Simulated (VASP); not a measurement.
Set up this calculation in VASP 6.6.1, as the native input.

```yaml
Task: single point
Functional: PBE
Potentials_or_basis: VASP PAW PBE potentials, release 64 (La)
Cutoff: 520 eV
k_mesh: 13 × 13 × 13
Occupations: fermi-dirac, width 0.05 eV
Spin: collinear spin
Starting_moments: "[1.0, 1.0] μB"
Dipole_correction: no
Further_INCAR_settings: ALGO = Normal; EDIFF = 1e-06; NBANDS = 22
```

The structure of La lies in POSCAR:

```
La
1.0
    0.0000000000      3.3392829219      3.3392829219
    3.3392829219      0.0000000000      3.3392829219
    3.3392829219      3.3392829219      0.0000000000
La
2
Direct
    0.1250000000      0.1250000000      0.1250000000
    0.8750000000      0.8750000000      0.8750000000
```

This isn't the form of La at room conditions, which is double hcp.

These files were run (other wordings do the same):

INCAR

```
  ALGO = Normal
  EDIFF = 1E-6
  ENCUT = 520
  GGA = PE
  ISIF = 2
  ISMEAR = -1
  ISPIN = 2
  LASPH = True
  LCHARG = True
  LELF = True
  LMAXMIX = 6
  LORBIT = 11
  LREAL = False
  LVHAR = True
  LWAVE = False
  MAGMOM = 1 1
  NBANDS = 22
  NELM = 150
  PREC = Accurate
  SIGMA = 0.05
```

KPOINTS

```
k-points
0
Gamma
  13 13 13
```

Potentials or basis: VASP PAW PBE potentials, release 64 (La).

Launch:

```console
$ cat potpaw_PBE.64/La/POTCAR > POTCAR
$ mpirun -np 1 vasp_std > vasp.out
```

Results of the run:

```
Pressure                                              : 0.0 GPa
Band gap on the k mesh                                : zero (filled and empty bands overlap)
Net moment                                            : 0.00 μB per cell
Valence electrons inside the program's atomic spheres : La 9.03
```

Caveat: spin-orbit coupling is left out, which moves the levels of the heavy elements.

Run time: 4.6 min on 1 thread of Intel(R) Xeon(R) Platinum 8488C (Sapphire Rapids), with other jobs on the host, peak memory 0.39 GiB.
